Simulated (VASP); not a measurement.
# Sb (Fm-3m) in VASP: a series of runs, part 2 of 3

VASP 6.6.1. The steps go on from the part before.

**3. Relaxation of cell and atoms, PBE, target pressure 30 GPa, at which the enthalpy is minimised**

Contents of INCAR:

```
PREC     = Accurate       # precision mode
ENCUT    = 500            # plane-wave cutoff, eV
EDIFF    = 1E-7           # SCF threshold, eV
ISMEAR   = 1              # smearing method
SIGMA    = 0.1            # smearing width, eV
LREAL    = F              # projectors in reciprocal space
LASPH    = T              # aspherical terms in the spheres
NELM     = 120            # most SCF steps
ALGO     = Normal         # electronic algorithm
ISIF     = 3              # what is computed and relaxed
LWAVE    = F              # write WAVECAR
LCHARG   = F              # write CHGCAR
GGA      = PE             # functional
IBRION   = 2              # ionic algorithm
NSW      = 80             # ionic steps
EDIFFG   = -0.01          # ionic threshold
PSTRESS  = 300.0        
GGA_COMPAT= F            
NELMIN   = 4
```

Contents of KPOINTS:

```
Automatic mesh
0
Gamma
  10 10 10
```

Contents of POSCAR:

```
Sb
1.0
    0.0000000000      2.3050000000      2.3050000000
    2.3050000000      0.0000000000      2.3050000000
    2.3050000000      2.3050000000      0.0000000000
Sb
1
Direct
    0.0000000000      0.0000000000      0.0000000000
```

Potentials or basis: VASP PAW PBE potentials, release 64 (Sb).

The run is started by

```bash
$ cat potpaw_PBE.64/Sb/POTCAR > POTCAR
$ mpirun -np 1 vasp_std > vasp.out
```

OUTCAR:

```text
PREC = Accurate
   ENCUT = 500
   EDIFF = 1E-7
   ISMEAR = 1
   LREAL = F
   LASPH = T
   NELM = 120
   ISIF = 3
   GGA = PE
   IBRION = 2
   NSW = 80
   EDIFFG = -0.01
   PSTRESS = 300.0
   NELMIN = 4

 ion  position               nearest neighbor table
   1  0.000  0.000  0.000-

  LATTYP: Found a face centered cubic cell.
 ALAT       =     4.6100000000

  Lattice vectors:

 A1 = (   0.0000000000,   2.3050000000,   2.3050000000)
 A2 = (   2.3050000000,   0.0000000000,   2.3050000000)
 A3 = (   2.3050000000,   2.3050000000,   0.0000000000)

Analysis of symmetry for initial positions (statically):
=====================================================================
 Subroutine PRICEL returns:
 Original cell was already a primitive cell.

 Routine SETGRP: Setting up the symmetry group for a
 face centered cubic supercell.

 Subroutine GETGRP returns: Found 48 space group operations
 (whereof 48 operations were pure point group operations)
 out of a pool of 48 trial point group operations.

The static configuration has the point symmetry O_h .

Analysis of symmetry for dynamics (positions and initial velocities):
=====================================================================
 Subroutine PRICEL returns:
 Original cell was already a primitive cell.

 Routine SETGRP: Setting up the symmetry group for a
 face centered cubic supercell.

 Subroutine GETGRP returns: Found 48 space group operations
 (whereof 48 operations were pure point group operations)
 out of a pool of 48 trial point group operations.

The dynamic configuration has the point symmetry O_h .

 Subroutine INISYM returns: Found 48 space group operations
 (whereof 48 operations are pure point group operations),
 and found     1 'primitive' translations

----------------------------------------------------------------------------------------

                                     Primitive cell

  volume of cell :      24.4930

  direct lattice vectors                    reciprocal lattice vectors
[... 86 lines left out ...]
   LREAL  =      F    real-space projection
   EDIFFG = -.1E-01   stopping-criterion for IOM
   NSW    =     80    number of steps for IOM
   IBRION =      2    ionic relax: 0-MD 1-quasi-New 2-CG
   NFREE  =      1    steps in history (QN), initial steepest desc. (CG)
   ISIF   =      3    stress and relaxation
   ISYM   =      2    0-nonsym 1-usesym 2-fastsym
   POTIM  = 0.5000    time-step for ionic-motion
   TEBEG  =    0.0;   TEEND  =   0.0 temperature during run
   PSTRESS=  300.0 pullay stress
   NELECT =       5.0000    total number of electrons
   NUPDOWN=      -1.0000    fix difference up-down
   EMIN   =  10.00;   EMAX   =-10.00  energy-range for DOS
   EFERMI =   0.00;   METHOD = LEGACY
   ISMEAR =     1;   SIGMA  =   0.10  broadening in eV -4-tet -1-fermi 0-gaus
   EFERMI_NEDOS =   21; number of points for ismear=-14 and -15
   IALGO  =     38    algorithm
   IMIX   =      4    mixing-type and parameters
     AMIX     =   0.40;   BMIX     =  1.00
     AMIX_MAG =   1.60;   BMIX_MAG =  1.00
  volume/ion in A,a.u.               =      24.49       165.29
  Fermi-wavevector in a.u.,A,eV,Ry     =   0.963941  1.821585 12.642299  0.929183
  Thomas-Fermi vector in A             =   2.093530
   LORBIT       =      0    0 simple, 1 ext, 2 COOP (PROOUT), +10 PAW based schemes
   GGA     = PE    functional components
   LHFCALC =     F    Hartree Fock is set to
   AEXX    =    0.0000 exact exchange contribution
   IVDW    =     0    specifies the selected vdW correction
   LEPSILON=     F    determine dielectric tensor
   LRPA    =     F    only Hartree local field effects (RPA)
 conjugate gradient relaxation of ions
 non-spin polarized calculation
 Methfessel and Paxton  Order N= 1 SIGMA  =   0.10
  energy-cutoff  :      500.00
  volume of cell :       24.49
 maximum number of plane-waves:       636
   NGX = 11   NGY = 11   NGZ = 11

--------------------------------------- Ionic step        1  -------------------------------------------

 number of electron       4.9999999 magnetization

 Free energy of the ion-electron system (eV)
  ---------------------------------------------------
  ext. energy  EPLUGINS =         0.00000000
  ---------------------------------------------------
  free energy    TOTEN  =        -3.75257441 eV

  energy without entropy =       -3.75246989  energy(sigma->0) =       -3.75253957

 E-fermi :   9.7604     XC(G=0): -10.6556

 val. band max:        9.6852125331   @ k =  -0.2000   0.1000   0.0000
 cond. band min:       9.7626916702   @ k =  -0.2000   0.2000   0.0000
 fundamental gap:      0.0774791371
 Fermi energy:         9.7604494340

 k-point     1 :       0.0000    0.0000    0.0000
  band No.  band energies     occupation
      1      -3.8952      2.00000
      2      15.8611      0.00000
      3      15.8611      0.00000
      4      15.8611      0.00000
      5      20.0337      0.00000
      6      20.0836      0.00000
[... 354 lines left out ...]
--------------------------------------- Ionic step        5  -------------------------------------------

 number of electron       5.0000000 magnetization

 Free energy of the ion-electron system (eV)
  ---------------------------------------------------
  ext. energy  EPLUGINS =         0.00000000
  ---------------------------------------------------
  free energy    TOTEN  =        -3.35462782 eV

  energy without entropy =       -3.35440481  energy(sigma->0) =       -3.35455348

 E-fermi :  12.2937     XC(G=0): -11.3949

 val. band max:       12.0867845039   @ k =  -0.2000   0.2000   0.0000
 cond. band min:      12.3159459701   @ k =  -0.2000   0.1000   0.0000
 fundamental gap:      0.2291614662
 Fermi energy:        12.2936751681

 k-point     1 :       0.0000    0.0000    0.0000
  band No.  band energies     occupation
      1      -2.9598      2.00000
      2      19.6998      0.00000
      3      19.6998      0.00000
      4      19.6998      0.00000
      5      22.3590      0.00000
      6      23.1351      0.00000
[... 239 lines left out ...]
  energy  without entropy=       -3.3544048121  energy(sigma->0) =       -3.35455348

  enthalpy is  TOTEN    =         0.5482927072 eV   P V=        3.9029205282

 reached required accuracy - stopping structural energy minimisation
```

It took 16 s on 1 thread of AMD EPYC 7R13 (Zen 3), shared host; peak memory 0.11 GiB.

What came out:

- Free energy: -3.3546 eV
- Relaxed volume: 20.84 Å³/atom
- Relaxed cell: a = 3.089 Å, b = 3.089 Å, c = 3.089 Å, α = 60.00°, β = 60.00°, γ = 60.00°
- Space group after relaxing (to 0.1 Å): Fm-3m (No. 225)
- Energy change on relaxing (the run minimises the enthalpy): +397.9 meV/atom
- Ionic steps: 5
- Pressure after relaxing: 30.0 GPa
- Band gap on the k mesh: zero (an odd number of electrons rules out a gap without spin polarisation)

The path:
```
step  energy change (eV)  largest force (eV/Å)  pressure (GPa)  volume (Å³)
   1              0.0000                0.0000            8.24        24.49
   2              3.6140                0.0000          168.37        14.49
   3              0.3220                0.0000           26.27        21.28
   4              0.3719                0.0000           28.74        20.99
   5              0.3979                0.0000           30.00        20.84
```

Final structure:
```
Sb
1.0
     0.00000    2.18432    2.18432
     2.18432    0.00000    2.18432
     2.18432    2.18432    0.00000
Sb
1
Direct
  0.00000 0.00000 0.00000
```

Levels at points of the mesh, in eV from the Fermi level:
```
           k point  band 1  band 2  band 3  band 4  band 5
(0.00, 0.00, 0.00)  -15.25    7.41    7.41    7.41   10.07
(0.50, 0.00, 0.00)   -9.90   -7.67    4.98    4.98    9.48
(0.50, 0.50, 0.00)   -7.44   -6.48    0.39    0.39    4.51
```

Caveat: the cell is relaxed towards a set pressure, so the run minimises the enthalpy, not the energy; spin-orbit coupling is left out, which moves the levels of the heavy elements.

(Continued in part 3 of 3.)
